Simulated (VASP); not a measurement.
# Re (Fm-3m) in VASP: a series of runs

Aim: see how the results for Re move with the level of theory and the settings. Levels: LDA, RPBE, PBE, PBEsol. Tasks: single point.

Program: VASP 6.6.1. These are calculated values, not measurements. Logs are shortened: lines on timing, memory, paths and dates and some standing lists are left out, and cuts for length are marked.

### 1 The cell of the first run

It takes space group Fm-3m (No. 225, cubic). The conventional cell has a = 3.950 Å, b = 3.950 Å, c = 3.950 Å, α = 90.00°, β = 90.00°, γ = 90.00°. Within 3.7 Å of Re (site symmetry m-3m) lie 12 Re at 2.79 Å.

### 2 Single point, LDA

The input, INCAR:

```
ALGO = Normal
EDIFF = 1E-6
ENCUT = 520
ISIF = 2
ISMEAR = 0
LASPH = T
LCHARG = F
LREAL = F
LWAVE = F
NBANDS = 10
NELM = 80
PREC = Accurate
SIGMA = 0.05
```

The input, KPOINTS:

```
k-points
0
Gamma
  12 12 12
```

The input, POSCAR:

```
Re
1.0
    0.0000000000      1.9750000000      1.9750000000
    1.9750000000      0.0000000000      1.9750000000
    1.9750000000      1.9750000000      0.0000000000
Re
1
Direct
    0.0000000000      0.0000000000      0.0000000000
```

Potentials or basis: VASP PAW LDA potentials, release 64 (Re).

Command:

```sh
$ cat potpaw_LDA.64/Re/POTCAR > POTCAR
$ mpirun -np 1 vasp_std > vasp.out
```

OUTCAR:

```text
EDIFF = 1E-6
   ENCUT = 520
   ISIF = 2
   ISMEAR = 0
   LASPH = T
   LREAL = F
   NELM = 80
   PREC = Accurate

 ion  position               nearest neighbor table
   1  0.000  0.000  0.000-

  LATTYP: Found a face centered cubic cell.
 ALAT       =     3.9500000000

  Lattice vectors:

 A1 = (   0.0000000000,   1.9750000000,   1.9750000000)
 A2 = (   1.9750000000,   0.0000000000,   1.9750000000)
 A3 = (   1.9750000000,   1.9750000000,   0.0000000000)

Analysis of symmetry for initial positions (statically):
=====================================================================
 Subroutine PRICEL returns:
 Original cell was already a primitive cell.

 Routine SETGRP: Setting up the symmetry group for a
 face centered cubic supercell.

 Subroutine GETGRP returns: Found 48 space group operations
 (whereof 48 operations were pure point group operations)
 out of a pool of 48 trial point group operations.

The static configuration has the point symmetry O_h .

Analysis of symmetry for dynamics (positions and initial velocities):
=====================================================================
 Subroutine PRICEL returns:
 Original cell was already a primitive cell.

 Routine SETGRP: Setting up the symmetry group for a
 face centered cubic supercell.

 Subroutine GETGRP returns: Found 48 space group operations
 (whereof 48 operations were pure point group operations)
 out of a pool of 48 trial point group operations.

The dynamic configuration has the point symmetry O_h .

 Subroutine INISYM returns: Found 48 space group operations
 (whereof 48 operations are pure point group operations),
 and found     1 'primitive' translations

----------------------------------------------------------------------------------------

                                     Primitive cell

  volume of cell :      15.4075

  direct lattice vectors                    reciprocal lattice vectors
     0.000000000  1.975000000  1.975000000    -0.253164557  0.253164557  0.253164557
     1.975000000  0.000000000  1.975000000     0.253164557 -0.253164557  0.253164557
     1.975000000  1.975000000  0.000000000     0.253164557  0.253164557 -0.253164557

  length of vectors
     2.793071786  2.793071786  2.793071786     0.438493875  0.438493875  0.438493875

  position of ions in fractional coordinates (direct lattice)
     0.000000000  0.000000000  0.000000000

  ion indices of the primitive-cell ions
   primitive index   ion index
                 1           1

----------------------------------------------------------------------------------------

 KPOINTS: k-points

Automatic generation of k-mesh.
 Grid dimensions read from file:
 generate k-points for:   12   12   12

 Generating k-lattice:

  Cartesian coordinates                     Fractional coordinates (reciprocal lattice)
    -0.021097046  0.021097046  0.021097046     0.083333333  0.000000000  0.000000000
     0.021097046 -0.021097046  0.021097046     0.000000000  0.083333333  0.000000000
     0.021097046  0.021097046 -0.021097046     0.000000000  0.000000000  0.083333333

  Length of vectors
     0.036541156  0.036541156  0.036541156

  Shift w.r.t. Gamma in fractional coordinates (k-lattice)
     0.000000000  0.000000000  0.000000000

 Subroutine IBZKPT returns following result:
 ===========================================

 Found     72 irreducible k-points:

 Following reciprocal coordinates:
            Coordinates               Weight
  0.000000  0.000000  0.000000      1.000000
  0.083333  0.000000  0.000000      8.000000
  0.166667  0.000000  0.000000      8.000000
  0.250000  0.000000  0.000000      8.000000
  0.333333  0.000000  0.000000      8.000000
  0.416667  0.000000  0.000000      8.000000
[... 16 lines left out ...]
  0.500000  0.166667  0.000000     24.000000
 -0.416667  0.166667  0.000000     24.000000
 [... further k-points ...]
   k-points           NKPTS =     72   k-points in BZ     NKDIM =     72   number of bands    NBANDS=     10
   number of dos      NEDOS =    301   number of ions     NIONS =      1
   total plane-waves  NPLWV =  13824
   dimension x,y,z NGX =    24 NGY =   24 NGZ =   24
   dimension x,y,z NGXF=    48 NGYF=   48 NGZF=   48
   ions per type =               1
   NGX,Y,Z   is equivalent  to a cutoff of  14.28, 14.28, 14.28 a.u.
   NGXF,Y,Z  is equivalent  to a cutoff of  28.57, 28.57, 28.57 a.u.
 SYSTEM =  unknown system
   PREC   = accura    normal or accurate (medium, high low for compatibility)
   ISTART =      0    job   : 0-new  1-cont  2-samecut
   ICHARG =      2    charge: 1-file 2-atom 10-const
   ISPIN  =      1    spin polarized calculation?
   LNONCOLLINEAR =      F non collinear calculations
   LSORBIT =      F    spin-orbit coupling
   LASPH  =      T    aspherical Exc in radial PAW
   ENCUT  =  520.0 eV  38.22 Ry    6.18 a.u.   5.19  5.19  5.19*2*pi/ulx,y,z
   NELM   =     80;   NELMIN=  2; NELMDL= -5     # of ELM steps
   EDIFF  = 0.1E-05   stopping-criterion for ELM
   LREAL  =      F    real-space projection
   EDIFFG = 0.1E-04   stopping-criterion for IOM
   NSW    =      0    number of steps for IOM
   IBRION =     -1    ionic relax: 0-MD 1-quasi-New 2-CG
   NFREE  =      0    steps in history (QN), initial steepest desc. (CG)
   ISIF   =      2    stress and relaxation
   ISYM   =      2    0-nonsym 1-usesym 2-fastsym
   POTIM  = 0.5000    time-step for ionic-motion
   TEBEG  =    0.0;   TEEND  =   0.0 temperature during run
   PSTRESS=    0.0 pullay stress
   NELECT =       7.0000    total number of electrons
   NUPDOWN=      -1.0000    fix difference up-down
   EMIN   =  10.00;   EMAX   =-10.00  energy-range for DOS
   EFERMI =   0.00;   METHOD = LEGACY
   ISMEAR =     0;   SIGMA  =   0.05  broadening in eV -4-tet -1-fermi 0-gaus
   EFERMI_NEDOS =   21; number of points for ismear=-14 and -15
   IALGO  =     38    algorithm
   IMIX   =      4    mixing-type and parameters
     AMIX     =   0.40;   BMIX     =  1.00
     AMIX_MAG =   1.60;   BMIX_MAG =  1.00
  volume/ion in A,a.u.               =      15.41       103.97
  Fermi-wavevector in a.u.,A,eV,Ry     =   1.258531  2.378278 21.550255  1.583899
  Thomas-Fermi vector in A             =   2.392135
   LORBIT       =      0    0 simple, 1 ext, 2 COOP (PROOUT), +10 PAW based schemes
   GGA     = CA    functional components
   LHFCALC =     F    Hartree Fock is set to
   AEXX    =    0.0000 exact exchange contribution
   IVDW    =     0    specifies the selected vdW correction
   LEPSILON=     F    determine dielectric tensor
   LRPA    =     F    only Hartree local field effects (RPA)
 non-spin polarized calculation
 Gauss-broadening in eV      SIGMA  =   0.05
  energy-cutoff  :      520.00
  volume of cell :       15.41
 maximum number of plane-waves:       432
 NGX is ok and might be reduce to    24
   NGX = 11   NGY = 11   NGZ = 11

 number of electron       7.0000000 magnetization

 Free energy of the ion-electron system (eV)
  ---------------------------------------------------
  ext. energy  EPLUGINS =         0.00000000
  ---------------------------------------------------
  free energy    TOTEN  =       -13.62333244 eV

  energy without entropy =      -13.62235676  energy(sigma->0) =      -13.62284460

 E-fermi :   7.5035     XC(G=0): -13.5965

 val. band max:        7.4248650778   @ k =  -0.4167   0.2500   0.0000
 cond. band min:       7.5044946146   @ k =  -0.1667   0.2500   0.0833
 fundamental gap:      0.0796295368
 Fermi energy:         7.5034892254

 k-point     1 :       0.0000    0.0000    0.0000
  band No.  band energies     occupation
      1      -2.2000      2.00000
      2       5.7181      2.00000
      3       5.7181      2.00000
      4       5.7181      2.00000
      5       8.6745      0.00000
      6       8.6745      0.00000
      7      21.4705      0.00000
      8      26.8192      0.00000
      9      26.8192      0.00000
     10      26.8192      0.00000

 k-point     2 :       0.0833    0.0000    0.0000
  band No.  band energies     occupation
      1      -1.8952      2.00000
      2       5.5226      2.00000
      3       5.8567      2.00000
      4       5.8567      2.00000
      5       8.5705      0.00000
      6       8.5705      0.00000
      7      22.0488      0.00000
      8      25.4582      0.00000
      9      27.3706      0.00000
     10      27.3706      0.00000

 k-point     3 :       0.1667    0.0000    0.0000
  band No.  band energies     occupation
      1      -1.0578      2.00000
      2       5.1151      2.00000
      3       6.1331      2.00000
      4       6.1331      2.00000
      5       8.4599      0.00000
      6       8.4599      0.00000
      7      22.9674      0.00000
      8      23.9427      0.00000
      9      28.9151      0.00000
     10      28.9151      0.00000

 k-point     4 :       0.2500    0.0000    0.0000
  band No.  band energies     occupation
      1       0.0189      2.00000
      2       4.9502      2.00000
      3       6.1602      2.00000
      4       6.1602      2.00000
      5       8.8328      0.00000
      6       8.8328      0.00000
      7      21.3243      0.00000
      8      24.7964      0.00000
      9      31.1063      0.00000
     10      31.2461      0.00000
[... 222 lines left out ...]
 k-point    22 :       0.4167    0.1667    0.0000
  band No.  band energies     occupation
      1       1.7587      2.00000
      2       4.4082      2.00000
      3       5.2764      2.00000
      4       6.8061      2.00000
      5      10.8404      0.00000
      6      10.9673      0.00000
      7      19.2036      0.00000
      8      23.7888      0.00000
      9      26.1676      0.00000
     10      28.6876      0.00000

 k-point    23 :       0.5000    0.1667    0.0000
  band No.  band energies     occupation
      1       1.9142      2.00000
      2       4.4995      2.00000
      3       5.9481      2.00000
      4       6.5318      2.00000
      5      11.1630      0.00000
      6      12.7040      0.00000
      7      16.7398      0.00000
      8      23.0469      0.00000
      9      26.0456      0.00000
     10      26.9579      0.00000

 k-point    24 :      -0.4167    0.1667    0.0000
  band No.  band energies     occupation
      1       1.9961      2.00000
      2       4.5502      2.00000
      3       6.2386      2.00000
      4       6.4024      2.00000
      5      10.5335      0.00000
      6      13.3024      0.00000
      7      16.5865      0.00000
      8      23.0030      0.00000
      9      25.4212      0.00000
     10      27.3088      0.00000

 [... further k-points ...]

------------------------ aborting loop because EDIFF is reached ----------------------------------------

  FORCE on cell =-STRESS in cart. coord.  units (eV):
  Direction    XX          YY          ZZ          XY          YZ          ZX
  --------------------------------------------------------------------------------------
  -------------------------------------------------------------------------------------
  Total       -2.2213843     -2.2213843     -2.2213843      0.0000000      0.0000000      0.0000000
  in kB     -230.9952158   -230.9952158   -230.9952158      0.0000000      0.0000000      0.0000000
  external PRESSURE =    -230.9952158 kB  Pullay stress =       0.0000000 kB

 VOLUME and BASIS-vectors are now :
 -----------------------------------------------------------------------------
  energy-cutoff  :      520.00
  volume of cell :       15.41
      direct lattice vectors                 reciprocal lattice vectors
     0.000000000  1.975000000  1.975000000    -0.253164557  0.253164557  0.253164557
     1.975000000  0.000000000  1.975000000     0.253164557 -0.253164557  0.253164557
     1.975000000  1.975000000  0.000000000     0.253164557  0.253164557 -0.253164557

 POSITION                                       TOTAL-FORCE (eV/Angst)
 -----------------------------------------------------------------------------------
      0.00000      0.00000      0.00000         0.000000      0.000000      0.000000
 -----------------------------------------------------------------------------------
    total drift:                                0.000000     -0.000000     -0.000000

  FREE ENERGIE OF THE ION-ELECTRON SYSTEM (eV)
  ---------------------------------------------------
  free  energy   TOTEN  =       -13.6233324444 eV

  energy  without entropy=      -13.6223567616  energy(sigma->0) =      -13.62284460
```

Run time: 5.9 s. Hardware: 1 thread of Intel Xeon Platinum 8559C (Emerald Rapids), shared host; peak memory 0.14 GiB.

Results:

| Item | Value |
| --- | --- |
| Free energy | -13.6233 eV |
| Pressure | -23.1 GPa |

Caveat: spin-orbit coupling is left out, which moves the levels of the heavy elements.

(Continued in part 2 of 2.)
